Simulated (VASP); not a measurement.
Set up this calculation in VASP 6.6.1, as the native input.

```yaml
Task: single point
Functional: PBE
Potentials_or_basis: VASP PAW PBE potentials, release 64 (Al, N)
Cutoff: 520 eV
k_mesh: 2 × 2 × 2
Occupations: gaussian, width 0.05 eV
Spin: no spin polarisation
Dipole_correction: no
Further_INCAR_settings: LREAL = Auto; ALGO = Normal; EDIFF = 1e-06; NBANDS = 141
```

The structure of AlN lies in POSCAR:

```
AlN
1.0
    0.0000000000      6.5519810000      6.5519810000
    6.5519810000      0.0000000000      6.5519810000
    6.5519810000      6.5519810000      0.0000000000
Al N
27 27
Direct
    0.0000000000      0.0000000000      0.0000000000
    0.0000000000      0.0000000000      0.3333330000
    0.0000000000      0.0000000000      0.6666670000
    0.0000000000      0.3333330000      0.0000000000
    0.0000000000      0.3333330000      0.3333330000
    0.0000000000      0.3333330000      0.6666670000
    0.0000000000      0.6666670000      0.0000000000
    0.0000000000      0.6666670000      0.3333330000
    0.0000000000      0.6666670000      0.6666670000
    0.3333330000      0.0000000000      0.0000000000
    0.3333330000      0.0000000000      0.3333330000
    0.3333330000      0.0000000000      0.6666670000
    0.3333330000      0.3333330000      0.0000000000
    0.3333330000      0.3333330000      0.3333330000
    0.3333330000      0.3333330000      0.6666670000
    0.3333330000      0.6666670000      0.0000000000
    0.3333330000      0.6666670000      0.3333330000
    0.3333330000      0.6666670000      0.6666670000
    0.6666670000      0.0000000000      0.0000000000
    0.6666670000      0.0000000000      0.3333330000
    0.6666670000      0.0000000000      0.6666670000
    0.6666670000      0.3333330000      0.0000000000
    0.6666670000      0.3333330000      0.3333330000
    0.6666670000      0.3333330000      0.6666670000
    0.6666670000      0.6666670000      0.0000000000
    0.6666670000      0.6666670000      0.3333330000
    0.6666670000      0.6666670000      0.6666670000
    0.2500000000      0.2500000000      0.2500000000
    0.2500000000      0.2500000000      0.5833330000
    0.2500000000      0.2500000000      0.9166670000
    0.2500000000      0.5833330000      0.2500000000
    0.2500000000      0.5833330000      0.5833330000
    0.2500000000      0.5833330000      0.9166670000
    0.2500000000      0.9166670000      0.2500000000
    0.2500000000      0.9166670000      0.5833330000
    0.2500000000      0.9166670000      0.9166670000
    0.5833330000      0.2500000000      0.2500000000
    0.5833330000      0.2500000000      0.5833330000
    0.5833330000      0.2500000000      0.9166670000
    0.5833330000      0.5833330000      0.2500000000
    0.5833330000      0.5833330000      0.5833330000
    0.5833330000      0.5833330000      0.9166670000
    0.5833330000      0.9166670000      0.2500000000
    0.5833330000      0.9166670000      0.5833330000
    0.5833330000      0.9166670000      0.9166670000
    0.9166670000      0.2500000000      0.2500000000
    0.9166670000      0.2500000000      0.5833330000
    0.9166670000      0.2500000000      0.9166670000
    0.9166670000      0.5833330000      0.2500000000
    0.9166670000      0.5833330000      0.5833330000
    0.9166670000      0.5833330000      0.9166670000
    0.9166670000      0.9166670000      0.2500000000
    0.9166670000      0.9166670000      0.5833330000
    0.9166670000      0.9166670000      0.9166670000
```

The input as run:

INCAR

```
SYSTEM = AlN
PREC = Accurate ; ENCUT = 520
EDIFF = 1E-6 ; ISMEAR = 0
SIGMA = 0.05 ; LREAL = Auto
LASPH = .True. ; NELM = 80
ALGO = Normal ; ISIF = 2
LWAVE = .False. ; LCHARG = .False.
GGA = PE ; NBANDS = 141
```

KPOINTS

```
regular mesh
0
Gamma
  2 2 2
  0 0 0
```

Potentials or basis: VASP PAW PBE potentials, release 64 (Al, N).

Run with:

```console
$ cat potpaw_PBE.64/Al/POTCAR potpaw_PBE.64/N/POTCAR > POTCAR
$ mpirun -np 1 vasp_std > vasp.out
```

It gave:

The pressure is 4.6 GPa. The band gap on the k mesh is 3.32 eV.

It took 17 min on 1 thread of AMD EPYC 7R13 (shared host), peak memory 0.71 GiB.
